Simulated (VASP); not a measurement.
Ti3Al:

```xyz
4
Lattice="0.0000 3.2318 3.2318 3.2318 0.0000 3.2318 3.2318 3.2318 0.0000" Properties=species:S:1:pos:R:3 pbc="T T T"
Ti    4.8477    4.8477    4.8477
Ti    1.6159    1.6159    1.6159
Ti    0.0000    0.0000    0.0000
Al    3.2318    3.2318    3.2318
```

Base run:

| Item | Value |
| --- | --- |
| Program | VASP 6.6.1 |
| Functional | r2SCAN |
| Potentials or basis | VASP PAW PBE potentials, release 64 (Ti_sv, Al) |
| Cutoff | 520 eV |
| k mesh | 10 × 10 × 10 |
| Occupations | gaussian, width 0.05 eV |
| Spin | collinear spin, ferrimagnetic start |
| Starting moments | [0.23, 0.23, 1.03, -0.03] μB |

Its results: pressure 0.1 GPa; net moment 2.42 μB per cell; site moments Ti +0.26, +1.34; Al -0.04 μB.

Question: The run is repeated on the same cell with these changes: functional from r2SCAN to PBE. What comes out?

Answer: Pressure -0.3 GPa; net moment 1.91 μB per cell; site moments Ti +0.22, +1.02; Al -0.02 μB.

Caveats: the PAW data sets were made with another functional, which shifts forces and pressure a little (some runs).
